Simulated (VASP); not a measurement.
Write the native input for VASP 6.6.1 that does the following.

- Task: single point
- Functional: PBE0
- Potentials or basis: VASP PAW PBE potentials, release 64 (Ba_sv, S)
- Cutoff: 520 eV
- k mesh: 4 × 4 × 4
- Occupations: gaussian, width 0.01 eV
- Spin: no spin polarisation
- Dipole correction: no
- Grid for exact exchange (PRECFOCK): Normal
- Further INCAR settings: ALGO = Normal; EDIFF = 1e-06; NBANDS = 15
- Share of exact exchange: 0.25

BaS:

```xyz
2
Lattice="0.0000 3.2119 3.2119 3.2119 0.0000 3.2119 3.2119 3.2119 0.0000" Properties=species:S:1:pos:R:3 pbc="T T T"
Ba    0.0000    0.0000    0.0000
S     3.2119    3.2119    3.2119
```

These files were run (other wordings do the same):

POSCAR

```
BaS
1.0
    0.0000000000      3.2119099264      3.2119099264
    3.2119099264      0.0000000000      3.2119099264
    3.2119099264      3.2119099264      0.0000000000
Ba S
1 1
Direct
    0.0000000000      0.0000000000      0.0000000000
    0.5000000000      0.5000000000      0.5000000000
```

INCAR.step1

```
SYSTEM = BaS
PREC = Accurate
ENCUT = 520
EDIFF = 1E-5
ISMEAR = 0
SIGMA = 0.01
LREAL = .False.
LASPH = .True.
NELM = 80
ALGO = Normal
ISIF = 2
LWAVE = .True.
GGA = PE
NBANDS = 15
```

INCAR.step2

```
SYSTEM = BaS
PREC = Accurate
ENCUT = 520
EDIFF = 1E-6
ISMEAR = 0
SIGMA = 0.01
LREAL = .False.
LASPH = .True.
NELM = 80
ALGO = Normal
ISIF = 2
LWAVE = .False.
LCHARG = .True.
GGA = PE
LHFCALC = .True.
AEXX = 0.25
PRECFOCK = Normal
LELF = .True.
LVHAR = .True.
ISTART = 1
NBANDS = 15
```

KPOINTS

```
regular mesh
0
Gamma
  4 4 4
  0 0 0
```

Potentials or basis: VASP PAW PBE potentials, release 64 (Ba_sv, S).

The run is started by

```bash
$ cat potpaw_PBE.64/Ba_sv/POTCAR potpaw_PBE.64/S/POTCAR > POTCAR
$ cp INCAR.step1 INCAR
$ mpirun -np 1 vasp_std > vasp.out
$ cp INCAR.step2 INCAR
$ mpirun -np 1 vasp_std > vasp.out
```

It gave:

The pressure is 0.1 GPa. The band gap on the k mesh is 3.77 eV (least direct gap 3.94 eV).

Caveat: the k points lie up to 0.42 Å⁻¹ apart; the PAW data sets were made with another functional, which shifts forces and pressure a little; spin-orbit coupling is left out, which moves the levels of the heavy elements.

Wall time 10 min on 1 thread of Intel(R) Xeon(R) Platinum 8259CL CPU @ 2.50GHz (Skylake/Cascade Lake), on a shared host, peak memory 0.21 GiB.
